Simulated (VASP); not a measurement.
Set up this calculation in VASP 6.6.1, as the native input.

| Quantity | Value |
| --- | --- |
| Task | single point |
| Functional | revPBE |
| Potentials or basis | VASP PAW PBE potentials, release 64 (Hf_pv, Ru_pv) |
| Cutoff | 520 eV |
| k mesh | 6 × 6 × 6 |
| Occupations | gaussian, width 0.15 eV |
| Spin | no spin polarisation |
| Dipole correction | no |
| Further INCAR settings | ALGO = Normal; EDIFF = 1e-06; NBANDS = 34 |

The structure of HfRu3 lies in POSCAR:

```
HfRu3
1.0
    3.9557700000      0.0000000000      0.0000000000
    0.0000000000      3.9557700000      0.0000000000
    0.0000000000      0.0000000000      3.9557700000
Hf Ru
1 3
Direct
    0.0000000000      0.0000000000      0.0000000000
    0.5000000000      0.5000000000      0.0000000000
    0.5000000000      0.0000000000      0.5000000000
    0.0000000000      0.5000000000      0.5000000000
```

One way to write it, as run:

INCAR

```
SYSTEM = HfRu3
PREC = Accurate
ENCUT = 520
EDIFF = 1E-6
ISMEAR = 0
SIGMA = 0.15
LREAL = .FALSE.
LASPH = .TRUE.
NELM = 60
ALGO = Normal
ISIF = 2
LWAVE = .FALSE.
LCHARG = .FALSE.
GGA = RE
NBANDS = 34
```

KPOINTS

```
Automatic mesh
0
G
  6 6 6
  0 0 0
```

Potentials or basis: VASP PAW PBE potentials, release 64 (Hf_pv, Ru_pv).

Command:

```console
$ cat potpaw_PBE.64/Hf_pv/POTCAR potpaw_PBE.64/Ru_pv/POTCAR > POTCAR
$ mpirun -np 1 vasp_std > vasp.out
```

It gave:

```yaml
Pressure: 1.0 GPa
Band_gap_on_the_k_mesh: zero (band 26 reaches 11.89 eV, above the bottom of band 27 at 8.95 eV)
```

Caveat: the PAW data sets were made with another functional, which shifts forces and pressure a little; spin-orbit coupling is left out, which moves the levels of the heavy elements.

It took 21 s on 1 thread of Intel(R) Xeon(R) 6975P-C (Granite Rapids), with other jobs on the host, peak memory 0.19 GiB.
